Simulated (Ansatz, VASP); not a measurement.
**Be in VASP and in Ansatz**

```
Be
1.0
    -1.25312    1.25312    1.25312
     1.25312   -1.25312    1.25312
     1.25312    1.25312   -1.25312
Be
1
Direct
  0.00000 0.00000 0.00000
```

Alike in both runs: functional r2SCAN; k mesh 8 × 8 × 8; occupations fermi-dirac, width 0.05 eV; no spin polarisation.

|  | VASP | Ansatz |
| --- | --- | --- |
| version | VASP 6.6.1 | Ansatz 0.2.0 |
| potentials or method | VASP PAW PBE potentials, release 64 (Be) | Ansatz PAW |
| plane-wave cutoff (eV) | 520 | 500 |
| valence electrons in the cell | 2 | 2 |
| task | single point | band structure |

|  | VASP | Ansatz | Ansatz less VASP |
| --- | --- | --- | --- |
| gap on the k mesh at the Fermi level (eV) | none | none | - |
| pressure (GPa) | -0.6 | -0.8 | -0.18 |

VASP's potentials were made for PBE, not for r2SCAN. A gap of «none» marks a metal or a gap that the smearing closes. The functional is the same, so the differences come from potentials, cutoffs and numerics.

The k mesh is coarse, so the values compare programs but aren't converged.
